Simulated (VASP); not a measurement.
# Tl (P-1) in VASP: relaxation of cell and atoms with PBE

Aim: the relaxation of cell and atoms of Tl with PBE.

All numbers are computed with VASP 6.6.1; they aren't measurements. Logs are shortened: lines on timing, memory, paths and dates and some standing lists are left out, and cuts for length are marked.

## Step 1: The cell of the first run

The typed cell holds 2 atoms: a = 3.696 Å, b = 4.906 Å, c = 4.302 Å, α = 64.12°, β = 93.18°, γ = 99.05°.

## Step 2: Relaxation of cell and atoms, PBE

INCAR

```
SYSTEM = Tl
  PREC = Accurate
  ENCUT = 600
  EDIFF = 1E-7
  ISMEAR = 0
  SIGMA = 0.1
  LREAL = .False.
  LASPH = .True.
  NELM = 100
  ALGO = Normal
  ISIF = 3
  LWAVE = .False.
  LCHARG = .False.
  GGA = PE
  IBRION = 2
  NSW = 90
  EDIFFG = -0.04
```

KPOINTS

```
regular mesh
0
Gamma
  6 4 4
  0 0 0
```

POSCAR

```
Tl
1.0
    3.6955039415      0.0000000000      0.0000000000
   -0.7719160277      4.8452384096      0.0000000000
   -0.2388882867      1.8630749452      3.8699061673
Tl
2
Direct
    0.0148840180      0.2436778184      0.8668235155
    0.1742057134      0.7653330646      0.8128051938
```

Potentials or basis: VASP PAW PBE potentials, release 64 (Tl_d).

Command:

```sh
cat potpaw_PBE.64/Tl_d/POTCAR > POTCAR
mpirun -np 1 vasp_std > vasp.out
```

OUTCAR:

```text
SYSTEM = Tl
   PREC = Accurate
   ENCUT = 600
   EDIFF = 1E-7
   ISMEAR = 0
   LREAL = .False.
   LASPH = .True.
   NELM = 100
   ISIF = 3
   GGA = PE
   IBRION = 2
   NSW = 90
   EDIFFG = -0.04

 ion  position               nearest neighbor table
   1  0.015  0.244  0.867-   2 2.44   2 2.61   2 3.65   2 3.77
   2  0.174  0.765  0.813-   1 2.44   1 2.61   1 3.65   1 3.77

  LATTYP: Found a triclinic cell.
 ALAT       =     4.9146303264
 B/A-ratio  =     1.8420776121
 C/A-ratio  =     0.8752766690
 COS(alpha) =     0.0247593111
 COS(beta)  =     0.4395635357
 COS(gamma) =     0.8325962703

  Lattice vectors:

 A1 = (  -0.5330277410,   2.9821634644,  -3.8699061673)
 A2 = (   2.3905601728,   7.8274018740,  -3.8699061673)
 A3 = (   0.2388882867,  -1.8630749452,  -3.8699061673)

Analysis of symmetry for initial positions (statically):
=====================================================================
 Subroutine PRICEL returns:
 Original cell was already a primitive cell.

 Routine SETGRP: Setting up the symmetry group for a
 triclinic supercell.

 Subroutine GETGRP returns: Found  2 space group operations
 (whereof  1 operations were pure point group operations)
 out of a pool of  2 trial point group operations.

The static configuration has the point symmetry C_1 .
 The point group associated with its full space group is S_2 .

Analysis of symmetry for dynamics (positions and initial velocities):
=====================================================================
 Subroutine PRICEL returns:
 Original cell was already a primitive cell.

 Routine SETGRP: Setting up the symmetry group for a
 triclinic supercell.

 Subroutine GETGRP returns: Found  2 space group operations
 (whereof  1 operations were pure point group operations)
 out of a pool of  2 trial point group operations.

The dynamic configuration has the point symmetry C_1 .
 The point group associated with its full space group is S_2 .

 Subroutine INISYM returns: Found  2 space group operations
 (whereof  1 operations are pure point group operations),
 and found     1 'primitive' translations

----------------------------------------------------------------------------------------

                                     Primitive cell

  volume of cell :      69.2930

  direct lattice vectors                    reciprocal lattice vectors
     3.695503942  0.000000000  0.000000000     0.270599089  0.043110319 -0.004050435
    -0.771916028  4.845238410  0.000000000     0.000000000  0.206388193 -0.099360722
[... 104 lines left out ...]
     AMIX     =   0.40;   BMIX     =  1.00
     AMIX_MAG =   1.60;   BMIX_MAG =  1.00
  volume/ion in A,a.u.               =      34.65       233.81
  Fermi-wavevector in a.u.,A,eV,Ry     =   1.180781  2.231353 18.969853  1.394245
  Thomas-Fermi vector in A             =   2.317067
   LORBIT       =      0    0 simple, 1 ext, 2 COOP (PROOUT), +10 PAW based schemes
   GGA     = PE    functional components
   LHFCALC =     F    Hartree Fock is set to
   AEXX    =    0.0000 exact exchange contribution
   IVDW    =     0    specifies the selected vdW correction
   LEPSILON=     F    determine dielectric tensor
   LRPA    =     F    only Hartree local field effects (RPA)
 conjugate gradient relaxation of ions
 non-spin polarized calculation
 Gauss-broadening in eV      SIGMA  =   0.10
  energy-cutoff  :      600.00
  volume of cell :       69.29
 maximum number of plane-waves:      2334
 NGX is ok and might be reduce to    30
   NGX = 15   NGY = 19   NGZ = 17

--------------------------------------- Ionic step        1  -------------------------------------------

 number of electron      25.9999999 magnetization

 Free energy of the ion-electron system (eV)
  ---------------------------------------------------
  ext. energy  EPLUGINS =         0.00000000
  ---------------------------------------------------
  free energy    TOTEN  =        -2.50932537 eV

  energy without entropy =       -2.50450903  energy(sigma->0) =       -2.50691720

------------------------ aborting loop because EDIFF is reached ----------------------------------------

  FORCE on cell =-STRESS in cart. coord.  units (eV):
  Direction    XX          YY          ZZ          XY          YZ          ZX
  --------------------------------------------------------------------------------------
  -------------------------------------------------------------------------------------
  Total        0.1108400     17.2288692     -1.2052278     -1.0603764     -0.3766105     -0.2462797
  in kB        2.5628177    398.3621804    -27.8670170    -24.5177937     -8.7079073     -5.6944270
  external PRESSURE =     124.3526604 kB  Pullay stress =       0.0000000 kB
[... 89 lines left out ...]
  FREE ENERGIE OF THE ION-ELECTRON SYSTEM (eV)
  ---------------------------------------------------
  free  energy   TOTEN  =        -3.9184800985 eV

  energy  without entropy=       -3.9085636624  energy(sigma->0) =       -3.91352188

 E-fermi :   4.7375     XC(G=0):  -9.2002

 val. band max:        4.7305013095   @ k =   0.3333   0.2500   0.5000
 cond. band min:       4.7430329138   @ k =   0.1667  -0.2500   0.2500
 fundamental gap:      0.0125316043
 Fermi energy:         4.7374557691

 k-point     1 :       0.0000    0.0000    0.0000
  band No.  band energies     occupation
      1      -7.1238      2.00000
      2      -6.9893      2.00000
      3      -6.9444      2.00000
      4      -6.8581      2.00000
      5      -6.5756      2.00000
      6      -6.5681      2.00000
[... 459 lines left out ...]
      6      -6.6336      2.00000
[... 9 lines left out ...]
     16       7.8271      0.00000
     17      10.2016      0.00000

 [... further k-points ...]

[... ionic steps 4 to 12 ...]

--------------------------------------- Ionic step       13  -------------------------------------------

 number of electron      26.0000002 magnetization

------------------------ aborting loop because EDIFF is reached ----------------------------------------
[... 67 lines left out ...]
--------------------------------------- Ionic step       15  -------------------------------------------

 number of electron      26.0000002 magnetization

 Free energy of the ion-electron system (eV)
  ---------------------------------------------------
  ext. energy  EPLUGINS =         0.00000000
  ---------------------------------------------------
  free energy    TOTEN  =        -4.32464923 eV

  energy without entropy =       -4.31944410  energy(sigma->0) =       -4.32204666

 E-fermi :   5.2444     XC(G=0):  -9.5023

 val. band max:        5.2073385523   @ k =   0.5000   0.2500   0.5000
 cond. band min:       5.2486353324   @ k =   0.5000   0.2500   0.2500
 fundamental gap:      0.0412967801
 Fermi energy:         5.2444061674

 k-point     1 :       0.0000    0.0000    0.0000
  band No.  band energies     occupation
      1      -6.5713      2.00000
      2      -6.5107      2.00000
      3      -6.5064      2.00000
      4      -6.4428      2.00000
      5      -6.0374      2.00000
      6      -5.9818      2.00000
[... 500 lines left out ...]
  FREE ENERGIE OF THE ION-ELECTRON SYSTEM (eV)
  ---------------------------------------------------
  free  energy   TOTEN  =        -4.3246492339 eV

  energy  without entropy=       -4.3194440955  energy(sigma->0) =       -4.32204666

 reached required accuracy - stopping structural energy minimisation
```

CONTCAR:

```text
Tl
   1.00000000000000
     3.2643515760063204   -0.5036102392412531    0.0018874856201892
    -1.4491696247469164    6.5245616947024692    0.1140807122925960
    -0.5144576753041836    2.5773134110683715    3.2178789554564426
  Tl
     2
Direct
     0.9769613400890003    0.2433456570455956    0.8493394393158387
     0.2121283913109955    0.7656652259544064    0.8302892699841660

  0.00000000E+00  0.00000000E+00  0.00000000E+00
  0.00000000E+00  0.00000000E+00  0.00000000E+00
```

Run time: 4.6 min. Hardware: 1 thread of Intel Xeon 6975P-C (Granite Rapids), shared host; peak memory 0.24 GiB.

What came out:

| Property | Result |
| --- | --- |
| Free energy | -4.3246 eV |
| Relaxed volume | 32.63 Å³/atom |
| Relaxed cell | a = 3.303 Å, b = 6.685 Å, c = 4.155 Å, α = 49.79°, β = 102.50°, γ = 111.29° |
| Space group after relaxing (to 0.05 Å) | P-1 (No. 2) |
| Energy gained by relaxing | 907.7 meV/atom |
| Ionic steps | 15 |
| Pressure after relaxing | 0.0 GPa |
| Largest force after relaxing | 0.029 eV/Å |
| Band gap on the k mesh | zero (band 13 reaches 8.44 eV, above the bottom of band 14 at 2.63 eV) |

Forces on the atoms (eV/Å):
```
Tl   0.018  0.019 -0.014
Tl  -0.018 -0.019  0.014
```

The path:
```csv
step,energy change (eV),largest force (eV/Å),pressure (GPa),volume (Å³)
1,0.0000,3.0725,12.44,69.29
2,-1.2861,0.1438,-2.87,95.44
3,-1.4092,0.4735,-0.99,82.72
4,-1.4124,0.4142,-1.58,85.25
5,-1.4129,0.4308,-1.44,84.62
6,-1.5169,0.2541,-1.56,80.78
7,-1.7191,0.2919,-0.42,69.29
8,-1.7228,0.4741,0.71,65.72
9,-1.7265,0.3989,0.20,67.12
10,-1.7682,0.3037,-0.02,66.44
11,-1.7973,0.0868,0.51,63.94
12,-1.8058,0.0858,0.12,64.80
13,-1.8141,0.0610,0.03,65.13
14,-1.8142,0.0612,0.03,65.10
15,-1.8153,0.0292,-0.03,65.26
```

Final structure:
```xyz
2
Lattice="3.2644 -0.5036 0.0019 -1.4492 6.5246 0.1141 -0.5145 2.5773 3.2179" Properties=species:S:1:pos:R:3 pbc="T T T"
Tl    2.3995    3.2847    2.7627
Tl   -0.8443    7.0287    2.7595
```

Levels at points of the mesh, in eV from the Fermi level:
| k point | band 10 | band 11 | band 12 | band 13 | band 14 | band 15 | band 16 | band 17 |
| --- | --- | --- | --- | --- | --- | --- | --- | --- |
| (0.00, 0.00, 0.00) | -10.94 | -9.33 | -3.58 | -1.13 | 1.29 | 5.35 | 6.95 | 8.23 |
| (0.50, 0.00, 0.00) | -10.94 | -5.73 | -4.01 | -0.96 | -0.38 | 2.63 | 5.42 | 5.58 |
| (0.00, 0.50, 0.00) | -11.06 | -7.77 | -7.42 | 3.20 | 3.42 | 3.89 | 3.89 | 6.60 |
| (0.50, 0.50, 0.00) | -10.97 | -5.58 | -4.29 | -0.77 | -0.47 | 3.01 | 5.17 | 5.78 |
| (0.00, 0.00, 0.50) | -11.18 | -6.28 | -5.87 | -2.69 | -2.61 | 7.35 | 7.90 | 8.24 |
| (0.50, 0.00, 0.50) | -10.95 | -4.64 | -3.60 | -1.38 | -0.10 | 0.64 | 3.16 | 4.01 |
| (0.00, 0.50, 0.50) | -11.07 | -7.00 | -6.95 | 1.25 | 1.49 | 1.96 | 2.20 | 7.60 |
| (0.50, 0.50, 0.50) | -10.97 | -4.86 | -3.72 | -0.95 | 0.02 | 1.24 | 3.13 | 3.97 |

Caveat: the k points lie up to 0.50 Å⁻¹ apart in the final cell; spin-orbit coupling is left out, which moves the levels of the heavy elements.
